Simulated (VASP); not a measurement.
Input of a VASP 6.6.1 run:

Contents of INCAR:

```
PREC = Accurate
ENCUT = 500
EDIFF = 1E-6
ISMEAR = 0
SIGMA = 0.05
LREAL = False
LASPH = True
NELM = 120
ALGO = Normal
ISIF = 2
LWAVE = False
LCHARG = True
GGA = CA
LELF = True
LVHAR = True
NBANDS = 11
GGA_COMPAT = False
```

File KPOINTS:

```
regular mesh
0
Gamma
  18 18 18
```

Contents of POSCAR:

```
Pd
1.0
    0.0000000000      1.9450000000      1.9450000000
    1.9450000000      0.0000000000      1.9450000000
    1.9450000000      1.9450000000      0.0000000000
Pd
1
Direct
    0.0000000000      0.0000000000      0.0000000000
```

Potentials or basis: VASP PAW LDA potentials, release 64 (Pd).

Run with:

```bash
$ cat potpaw_LDA.64/Pd/POTCAR > POTCAR
$ mpirun -np 1 vasp_std > vasp.out
```

Q: Estimate the pressure.

A: -7.9 GPa.

Q: Predict the band gap on the k mesh.

A: Zero (bands 5 and 6 overlap by 1.59 eV).

Caveat: the cell stands under tension.
